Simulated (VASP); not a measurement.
# AgCl6: single point with PBE

The system is AgCl6.

```xyz
7
Lattice="7.2457 0.0000 0.0000 0.0000 7.2457 0.0000 0.0000 0.0000 7.2457" Properties=species:S:1:pos:R:3 pbc="T T T"
Ag    0.0000    0.0000    0.0000
Cl    1.0278    3.6229    3.6229
Cl    3.6229    1.0278    3.6229
Cl    6.2180    3.6229    3.6229
Cl    3.6229    6.2180    3.6229
Cl    3.6229    3.6229    1.0278
Cl    3.6229    3.6229    6.2180
```

The cell was generated, and may not be a known phase.

```
Program             : VASP 6.6.1
Task                : single point
Functional          : PBE
Potentials or basis : VASP PAW PBE potentials, release 64 (Ag_sv_GW, Cl)
Cutoff              : 630 eV
k mesh              : 4 × 4 × 4
Occupations         : gaussian, width 0.1 eV
Spin                : no spin polarisation
```

```json
{
  "Pressure": "-0.1 GPa",
  "Largest force": "0.157 eV/Å",
  "Band gap on the k mesh": "zero (an odd number of electrons rules out a gap without spin polarisation)"
}
```

Forces on the atoms (eV/Å):
```
Ag   0.000  0.000  0.000
Cl  -0.157  0.000  0.000
Cl   0.000 -0.157  0.000
Cl   0.157  0.000  0.000
Cl   0.000  0.157  0.000
Cl   0.000  0.000 -0.157
Cl   0.000  0.000  0.157
```

Levels at points of the mesh, in eV from the Fermi level:
```
           k point  band 26  band 27  band 28  band 29  band 30  band 31  band 32  band 33  band 34  band 35
(0.00, 0.00, 0.00)    -2.38    -2.38    -1.50    -1.50    -1.50    -0.06     0.83     0.83     0.83     4.50
(0.50, 0.00, 0.00)    -1.98    -1.98    -1.91    -1.91    -1.50     0.03     0.73     0.87     0.87     3.46
(0.50, 0.50, 0.00)    -1.93    -1.93    -1.91    -1.91    -1.83     0.07     0.14     0.92     1.39     3.81
(0.50, 0.50, 0.50)    -2.04    -2.04    -1.83    -1.83    -1.83    -0.43     0.06     1.39     1.39     4.11
```

Run time: 3.3 min on 1 thread of Intel(R) Xeon(R) Platinum 8488C (Sapphire Rapids), with other jobs on the host, peak memory 0.6 GiB.

Caveat: an odd number of electrons without spin polarisation forces a metal; a magnetic or distorted state may lie lower.
